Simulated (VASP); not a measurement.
Write the native input for VASP 6.6.1 that does the following.

| Quantity | Value |
| --- | --- |
| Task | single point |
| Functional | r2SCAN |
| Potentials or basis | VASP PAW PBE potentials, release 64 (Be) |
| Cutoff | 660 eV |
| k mesh | 10 × 10 × 10 |
| Occupations | gaussian, width 0.1 eV |
| Spin | no spin polarisation |
| Dipole correction | no |
| Further INCAR settings | ALGO = Normal; EDIFF = 1e-06; NBANDS = 7 |

The system is Be.

```
Be
1.0
    -1.29309    1.29309    1.18437
     1.29309   -1.29309    1.18437
     1.29309    1.29309   -1.18437
Be
1
Cartesian
  0.0000 0.0000 0.0000
```

These files were run (other wordings do the same):

POSCAR

```
Be
1.0
   -1.2930892423      1.2930892423      1.1843702775
    1.2930892423     -1.2930892423      1.1843702775
    1.2930892423      1.2930892423     -1.1843702775
Be
1
Direct
    0.0000000000      0.0000000000      0.0000000000
```

INCAR.step1

```
SYSTEM = Be
  PREC = Accurate
  ENCUT = 660
  ISMEAR = 0
  SIGMA = 0.1
  LREAL = .False.
  LASPH = .True.
  NELM = 120
  NBANDS = 7
  GGA = PE
  ALGO = Normal
  EDIFF = 1E-5
  LWAVE = .True.
  LCHARG = .False.
  GGA_COMPAT = .False.
```

INCAR.step2

```
SYSTEM = Be
  PREC = Accurate
  ENCUT = 660
  EDIFF = 1E-6
  ISMEAR = 0
  SIGMA = 0.1
  LREAL = .False.
  LASPH = .True.
  NELM = 120
  ALGO = Normal
  ISIF = 2
  LWAVE = .False.
  LCHARG = .True.
  METAGGA = R2SCAN
  LMIXTAU = .True.
  LELF = .True.
  LVHAR = .True.
  NBANDS = 7
  ISTART = 1
  GGA_COMPAT = .False.
```

KPOINTS

```
regular mesh
0
Gamma
  10 10 10
  0 0 0
```

Potentials or basis: VASP PAW PBE potentials, release 64 (Be).

Command:

```console
$ cat potpaw_PBE.64/Be/POTCAR > POTCAR
$ cp INCAR.step1 INCAR
$ mpirun -np 1 vasp_std > vasp.out
$ cp INCAR.step2 INCAR
$ mpirun -np 1 vasp_std > vasp.out
```

Results of the run:

* Pressure: 0.2 GPa
* Band gap on the k mesh: zero (bands 1 and 2 overlap by 4.22 eV)

Caveat: the PAW data sets were made with another functional, which shifts forces and pressure a little.

It took 16 s on 1 thread of AMD EPYC 7R13 Processor (Zen 3), on a shared host, peak memory 0.08 GiB.
